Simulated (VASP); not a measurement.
Crystal: TaPAu3.

```
Ta P Au
1.0
     4.38842    0.00000    0.00000
     0.00000    4.38842    0.00000
     0.00000    0.00000    4.38842
Ta P Au
1 1 3
Direct
  0.00000 0.00000 0.00000
  0.50000 0.50000 0.50000
  0.00000 0.50000 0.50000
  0.50000 0.00000 0.50000
  0.50000 0.50000 0.00000
```

```yaml
Program: VASP 6.6.1
Task: relaxation of cell and atoms
Functional: PBE
Potentials_or_basis: VASP PAW PBE potentials, release 64 (Ta_pv, P, Au)
Cutoff: 600 eV
k_mesh: 4 × 4 × 4
Occupations: gaussian, width 0.1 eV
Spin: no spin polarisation
```

At the start: pressure 29.4 GPa; volume 16.90 Å³/atom.

How do energy, volume and symmetry change on relaxing?

Over 5 steps the energy falls by 226.1 meV/atom and the volume is 19.79 Å³/atom (+17.1 %); space group Pm-3m (No. 221, to 0.1 Å) before and after.

Step by step:
```
step  energy change (eV)  largest force (eV/Å)  pressure (GPa)  volume (Å³)
   1              0.0000                0.0000           29.41        84.51
   2              0.7352                0.0000          -15.05       128.43
   3             -1.1257                0.0000           -1.37       100.14
   4             -1.1304                0.0000           -0.34        99.28
   5             -1.1307                0.0000            0.03        98.97
```

Final structure:
```
Ta P Au
1.0
     4.62553    0.00000    0.00000
     0.00000    4.62553    0.00000
     0.00000    0.00000    4.62553
Ta P Au
1 1 3
Cartesian
  0.0000 0.0000 0.0000
  2.3128 2.3128 2.3128
  0.0000 2.3128 2.3128
  2.3128 0.0000 2.3128
  2.3128 2.3128 0.0000
```

Caveat: the volume moved by over 15 % at a fixed basis, so the end points are rough.
